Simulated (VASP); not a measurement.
A run of VASP 6.6.1 is set up as follows.

The input INCAR:

```
SYSTEM = Ba
ALGO = Normal
EDIFF = 1E-6
EDIFFG = -0.005
ENCUT = 600
GGA = PE
IBRION = 2
ISIF = 3
ISMEAR = -1
LASPH = .TRUE.
LCHARG = .FALSE.
LREAL = .FALSE.
LWAVE = .FALSE.
NELM = 80
NSW = 60
PREC = Accurate
PSTRESS = 28.0
SIGMA = 0.05
```

Contents of KPOINTS:

```
k-points
0
G
  9 9 9
  0 0 0
```

The input POSCAR:

```
Ba
1.0
    0.0000000000      3.8437334578      3.8437334578
    3.8437334578      0.0000000000      3.8437334578
    3.8437334578      3.8437334578      0.0000000000
Ba
2
Direct
   -0.1250000000     -0.1250000000     -0.1250000000
    0.1250000000      0.1250000000      0.1250000000
```

Potentials or basis: VASP PAW PBE potentials, release 64 (Ba_sv).

Command:

```bash
$ cat potpaw_PBE.64/Ba_sv/POTCAR > POTCAR
$ mpirun -np 1 vasp_std > vasp.out
```

**Question.** Predict the relaxed volume.

**Answer.** 49.11 Å³/atom.

**Question.** What does it give for the relaxed cell?

**Answer.** a = 5.179 Å, b = 5.179 Å, c = 5.179 Å, α = 60.00°, β = 60.00°, γ = 60.00°.

The path:
```csv
step,energy change (eV),largest force (eV/Å),pressure (GPa),volume (Å³)
1,0.0000,0.0000,0.37,113.58
2,0.1032,0.0000,2.36,100.00
3,0.1317,0.0000,2.79,98.22
```

Caveat: the cell is relaxed towards a set pressure, so the enthalpy falls and the energy may rise.
